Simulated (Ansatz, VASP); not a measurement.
Two plane-wave programs on GaN

```
Ga N
1.0
     3.18273    0.00000    0.00000
    -1.59137    2.75633    0.00000
     0.00000    0.00000    5.18574
Ga N
2 2
Direct
  0.33333 0.66667 0.00020
  0.66667 0.33333 0.50020
  0.33333 0.66667 0.37680
  0.66667 0.33333 0.87680
```

Alike in both runs: functional PBEsol; k mesh 12 × 12 × 6; occupations gaussian, width 0.02 eV; no spin polarisation.

Ansatz relaxed the structure, and its values are those at the end. VASP's run is a single point on that final structure, the one shown.

|  | VASP | Ansatz |
| --- | --- | --- |
| version | VASP 6.6.1 | Ansatz 0.2.0 |
| potentials or method | VASP PAW PBE potentials, release 64 (Ga_d, N), cutoff 600 eV | scalar-relativistic, plane waves, PAW |
| valence electrons in the cell | 36 | 36 |

VASP gave:

```
gap on the k mesh at the Fermi level (eV) : 1.89
least direct gap on the mesh (eV)         : 1.89
pressure (GPa)                            : -0.4
```

Problem. Which values does Ansatz return?

Solution. gap on the k mesh at the Fermi level (eV): 1.88; least direct gap on the mesh (eV): 1.88; pressure (GPa): 0.0.

VASP's potentials were made for PBE, not for PBEsol, and Ansatz warns of the same on its side.
